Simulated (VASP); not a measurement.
# PbO (P4/nmm) in VASP: a series of runs, part 2 of 2

VASP 6.6.1. The steps go on from the part before.

### Step 3. Single point, PBE (strain +0.015 along x and y, -0.030 along z)

Input file INCAR:

```
SYSTEM = PbO
ALGO     = Normal         ! electronic algorithm
EDIFF    = 1E-7           ! SCF threshold, eV
ENCUT    = 520            ! plane-wave cutoff, eV
GGA      = PE             ! functional
ISIF     = 2              ! what is computed and relaxed
ISMEAR   = 0              ! smearing method
LASPH    = .True.         ! aspherical terms in the spheres
LCHARG   = .False.        ! write CHGCAR
LREAL    = .False.        ! projectors in reciprocal space
LWAVE    = .False.        ! write WAVECAR
NBANDS   = 28             ! bands
NELM     = 60             ! most SCF steps
PREC     = Accurate       ! precision mode
SIGMA    = 0.05           ! smearing width, eV
```

Input file KPOINTS:

```
k-points
0
Gamma
  8 8 6
  0 0 0
```

Input file POSCAR:

```
PbO
1.0
    4.0340160000      0.0000000000      0.0000000000
    0.0000000000      4.0340160000      0.0000000000
    0.0000000000      0.0000000000      4.8713400000
Pb O
2 2
Direct
    0.0000000000      0.5000000000      0.2351000000
    0.5000000000      0.0000000000      0.7649000000
    0.0000000000      0.0000000000      0.0000000000
    0.5000000000      0.5000000000      0.0000000000
```

Potentials or basis: VASP PAW PBE potentials, release 64 (Pb_d, O).

The run is started by

```sh
> cat potpaw_PBE.64/Pb_d/POTCAR potpaw_PBE.64/O/POTCAR > POTCAR
> mpirun -np 1 vasp_std > vasp.out
```

Run time: 49 s. Hardware: 1 thread of Intel Xeon 6975P-C (Granite Rapids), shared host; peak memory 0.25 GiB.

It converged, with:

```
Free energy            : -21.4110 eV
Pressure               : 4.5 GPa
Largest force          : 0.632 eV/Å
Band gap on the k mesh : 1.35 eV, indirect (least direct gap 2.24 eV)
```

Forces in eV/Å, atoms in the order of the input:
```
Pb   0.000  0.000  0.632
Pb   0.000  0.000 -0.632
O    0.000  0.000  0.000
O    0.000  0.000  0.000
```

Stress tensor (GPa, compression positive):
```
4.25 0.00 0.00
0.00 4.25 0.00
0.00 0.00 4.96
```

Levels at points of the mesh, in eV from the valence-band top:
| k point | band 16 | band 17 | band 18 | band 19 | band 20 | band 21 | band 22 | band 23 | band 24 | band 25 |
| --- | --- | --- | --- | --- | --- | --- | --- | --- | --- | --- |
| (0.00, 0.00, 0.00) | -4.26 | -1.71 | -1.71 | -1.60 | -0.05 | 2.42 | 5.63 | 5.70 | 5.70 | 6.87 |
| (0.50, 0.00, 0.00) | -3.03 | -3.02 | -3.02 | -1.46 | -1.46 | 3.57 | 3.57 | 6.61 | 6.61 | 6.73 |
| (0.50, 0.50, 0.00) | -3.24 | -1.43 | -1.43 | -1.06 | -1.06 | 1.35 | 1.35 | 5.55 | 5.55 | 8.26 |
| (0.00, 0.00, 0.50) | -4.08 | -1.74 | -1.74 | -1.66 | -0.63 | 1.79 | 4.06 | 4.06 | 4.07 | 8.86 |
| (0.50, 0.00, 0.50) | -3.61 | -2.97 | -2.97 | -0.82 | -0.82 | 3.24 | 3.24 | 6.32 | 6.32 | 7.43 |
| (0.50, 0.50, 0.50) | -3.73 | -2.11 | -2.11 | -1.06 | -1.06 | 3.69 | 3.69 | 5.00 | 5.00 | 5.71 |

Caveat: the cell differs from its parent crystal (strain +0.015 along x and y, -0.030 along z); spin-orbit coupling is left out, which moves the levels of the heavy elements. A k mesh can miss the band edges.

### Step 4. Single point, PBE (strain +0.000 along x and y, +0.015 along z)

Input file INCAR:

```
SYSTEM = PbO
  ALGO = Normal
  EDIFF = 1E-7
  ENCUT = 520
  GGA = PE
  ISIF = 2
  ISMEAR = 0
  LASPH = .True.
  LCHARG = .False.
  LREAL = .False.
  LWAVE = .False.
  NBANDS = 28
  NELM = 80
  PREC = Accurate
  SIGMA = 0.05
```

KPOINTS is that of step 3.

Input file POSCAR:

```
PbO
1.0
    3.9744000000      0.0000000000      0.0000000000
    0.0000000000      3.9744000000      0.0000000000
    0.0000000000      0.0000000000      5.0973300000
Pb O
2 2
Direct
    0.0000000000      0.5000000000      0.2351000000
    0.5000000000      0.0000000000      0.7649000000
    0.0000000000      0.0000000000      0.0000000000
    0.5000000000      0.5000000000      0.0000000000
```

The run is started by

```sh
> cat potpaw_PBE.64/Pb_d/POTCAR potpaw_PBE.64/O/POTCAR > POTCAR
> mpirun -np 1 vasp_std > vasp.out
```

It took 53 s on 1 thread of Intel Xeon 6975P-C (Granite Rapids), shared host; peak memory 0.25 GiB.

Results (log left out):

```
Free energy            : -21.4384 eV
Pressure               : 3.7 GPa
Largest force          : 0.231 eV/Å
Band gap on the k mesh : 1.23 eV, indirect (least direct gap 2.24 eV)
```

Forces on the atoms (eV/Å):
```
Pb   0.000  0.000  0.231
Pb   0.000  0.000 -0.231
O    0.000  0.000  0.000
O    0.000  0.000  0.000
```

Stress tensor (GPa, compression positive):
```
4.20 0.00 0.00
0.00 4.20 0.00
0.00 0.00 2.78
```

Levels at points of the mesh, in eV from the valence-band top:
```
           k point  band 18  band 19  band 20  band 21  band 22  band 23
(0.00, 0.00, 0.00)    -1.62    -1.62     0.00     2.32     5.38     5.65
(0.50, 0.00, 0.00)    -2.97    -1.67    -1.67     3.32     3.32     6.50
(0.50, 0.50, 0.00)    -1.70    -1.01    -1.01     1.23     1.23     5.23
(0.00, 0.00, 0.50)    -1.65    -1.65    -1.01     2.01     4.06     4.06
(0.50, 0.00, 0.50)    -2.94    -1.02    -1.02     3.01     3.01     6.34
(0.50, 0.50, 0.50)    -2.23    -1.01    -1.01     3.43     3.43     4.61
```

Caveat: the cell differs from its parent crystal (strain +0.000 along x and y, +0.015 along z); spin-orbit coupling is left out, which moves the levels of the heavy elements.

### Step 5. Single point, PBE (strain +0.015 along x and y, -0.015 along z)

Input file INCAR:

```
SYSTEM = PbO
ALGO = Normal ; EDIFF = 1E-7
ENCUT = 520 ; GGA = PE
ISIF = 2 ; ISMEAR = 0
LASPH = .TRUE. ; LCHARG = .FALSE.
LREAL = .FALSE. ; LWAVE = .FALSE.
NBANDS = 28 ; NELM = 80
PREC = Accurate ; SIGMA = 0.05
```

Input file KPOINTS:

```
k-points
0
G
  8 8 6
  0 0 0
```

Input file POSCAR:

```
PbO
1.0
    4.0340160000      0.0000000000      0.0000000000
    0.0000000000      4.0340160000      0.0000000000
    0.0000000000      0.0000000000      4.9466700000
Pb O
2 2
Direct
    0.0000000000      0.5000000000      0.2351000000
    0.5000000000      0.0000000000      0.7649000000
    0.0000000000      0.0000000000      0.0000000000
    0.5000000000      0.5000000000      0.0000000000
```

The run is started by

```sh
> cat potpaw_PBE.64/Pb_d/POTCAR potpaw_PBE.64/O/POTCAR > POTCAR
> mpirun -np 1 vasp_std > vasp.out
```

It took 53 s on 1 thread of Intel Xeon 6975P-C (Granite Rapids), shared host; peak memory 0.25 GiB.

The run converged. Its results:

* Free energy: -21.4449 eV
* Pressure: 3.3 GPa
* Largest force: 0.386 eV/Å
* Band gap on the k mesh: 1.34 eV, indirect (least direct gap 2.26 eV)

Forces in eV/Å, atoms in the order of the input:
```
Pb   0.000  0.000  0.386
Pb   0.000  0.000 -0.386
O    0.000  0.000  0.000
O    0.000  0.000  0.000
```

Stress tensor (GPa, compression positive):
```
3.15 0.00 0.00
0.00 3.15 0.00
0.00 0.00 3.57
```

Levels at points of the mesh, in eV from the valence-band top:
| k point | band 18 | band 19 | band 20 | band 21 | band 22 | band 23 |
| --- | --- | --- | --- | --- | --- | --- |
| (0.00, 0.00, 0.00) | -1.63 | -1.58 | -0.03 | 2.38 | 5.54 | 5.67 |
| (0.50, 0.00, 0.00) | -2.94 | -1.47 | -1.47 | 3.49 | 3.49 | 6.54 |
| (0.50, 0.50, 0.00) | -1.48 | -1.00 | -1.00 | 1.34 | 1.34 | 5.45 |
| (0.00, 0.00, 0.50) | -1.66 | -1.63 | -0.69 | 1.85 | 4.06 | 4.06 |
| (0.50, 0.00, 0.50) | -2.90 | -0.84 | -0.84 | 3.18 | 3.18 | 6.29 |
| (0.50, 0.50, 0.50) | -2.11 | -1.00 | -1.00 | 3.63 | 3.63 | 4.87 |

Caveat: the cell differs from its parent crystal (strain +0.015 along x and y, -0.015 along z); spin-orbit coupling is left out, which moves the levels of the heavy elements. A k mesh can miss the band edges.

### Step 6. Single point, PBE (strain +0.000 along x and y, +0.030 along z)

Input file INCAR:

```
SYSTEM = PbO
  ALGO = Normal
  EDIFF = 1E-6
  ENCUT = 520
  GGA = PE
  ISIF = 2
  ISMEAR = 0
  LASPH = .True.
  LCHARG = .True.
  LELF = .True.
  LREAL = .False.
  LVHAR = .True.
  LWAVE = .False.
  NBANDS = 28
  NELM = 80
  PREC = Accurate
  SIGMA = 0.05
```

Input file KPOINTS:

```
k-points
0
Gamma
  8 8 6
  0 0 0
```

Input file POSCAR:

```
PbO
1.0
    3.9744000000      0.0000000000      0.0000000000
    0.0000000000      3.9744000000      0.0000000000
    0.0000000000      0.0000000000      5.1726600000
Pb O
2 2
Direct
    0.0000000000      0.5000000000      0.2351000000
    0.5000000000      0.0000000000      0.7649000000
    0.0000000000      0.0000000000      0.0000000000
    0.5000000000      0.5000000000      0.0000000000
```

Potentials or basis: VASP PAW PBE potentials, release 64 (Pb_d, O).

The run is started by

```sh
> cat potpaw_PBE.64/Pb_d/POTCAR potpaw_PBE.64/O/POTCAR > POTCAR
> mpirun -np 1 vasp_std > vasp.out
```

It took 48 s on 1 thread of Intel Xeon 6975P-C (Granite Rapids), shared host; peak memory 0.25 GiB.

It converged, with:

| Property | Result |
| --- | --- |
| Free energy | -21.4547 eV |
| Pressure | 2.6 GPa |
| Largest force | 0.031 eV/Å |
| Band gap on the k mesh | 1.22 eV, indirect (least direct gap 2.16 eV) |

Forces in eV/Å, atoms in the order of the input:
```
Pb   0.000  0.000 -0.031
Pb   0.000  0.000  0.031
O    0.000  0.000  0.000
O    0.000  0.000  0.000
```

Stress tensor (GPa, compression positive):
```
3.22 0.00 0.00
0.00 3.22 0.00
0.00 0.00 1.33
```

Levels at points of the mesh, in eV from the valence-band top:
```tsv
k point	band 16	band 17	band 18	band 19	band 20	band 21	band 22	band 23	band 24	band 25
(0.00, 0.00, 0.00)	-4.14	-1.67	-1.54	-1.54	0.00	2.28	5.32	5.62	5.62	6.40
(0.50, 0.00, 0.00)	-3.17	-2.88	-2.88	-1.67	-1.67	3.24	3.24	6.43	6.43	6.63
(0.50, 0.50, 0.00)	-3.40	-1.75	-1.75	-0.94	-0.94	1.22	1.22	5.14	5.14	7.49
(0.00, 0.00, 0.50)	-4.00	-1.70	-1.57	-1.57	-1.06	2.07	4.05	4.05	4.37	8.45
(0.50, 0.00, 0.50)	-3.57	-2.86	-2.86	-1.04	-1.04	2.94	2.94	6.31	6.31	7.17
(0.50, 0.50, 0.50)	-3.80	-2.23	-2.23	-0.94	-0.94	3.37	3.37	4.48	4.48	5.71
```

Caveat: the cell differs from its parent crystal (strain +0.000 along x and y, +0.030 along z); spin-orbit coupling is left out, which moves the levels of the heavy elements. A k mesh can miss the band edges.

### Step 7. The runs side by side

| cell | gap on the mesh (eV) | pressure (GPa) | largest force (eV/Å) |
| --- | --- | --- | --- |
| a = 3.915, b = 3.915, c = 5.173 Å, 4 atoms | 1.13 | 5.4 | 0.32 |
| a = 4.034, b = 4.034, c = 4.871 Å, 4 atoms | 1.35 | 4.5 | 0.63 |
| a = 3.974, b = 3.974, c = 5.097 Å, 4 atoms | 1.23 | 3.7 | 0.23 |
| a = 4.034, b = 4.034, c = 4.947 Å, 4 atoms | 1.34 | 3.3 | 0.39 |
| a = 3.974, b = 3.974, c = 5.173 Å, 4 atoms | 1.22 | 2.6 | 0.03 |

Alike in all rows: task single point; level PBE; potentials or basis VASP PAW PBE potentials, release 64 (Pb_d, O); no spin polarisation; k mesh 8 × 8 × 6; cutoff (eV) 520; smearing gaussian 0.05 eV.

Caveats: spin-orbit coupling is left out, which moves the levels of the heavy elements.

Absolute energies hang on the potentials; compare differences alone.
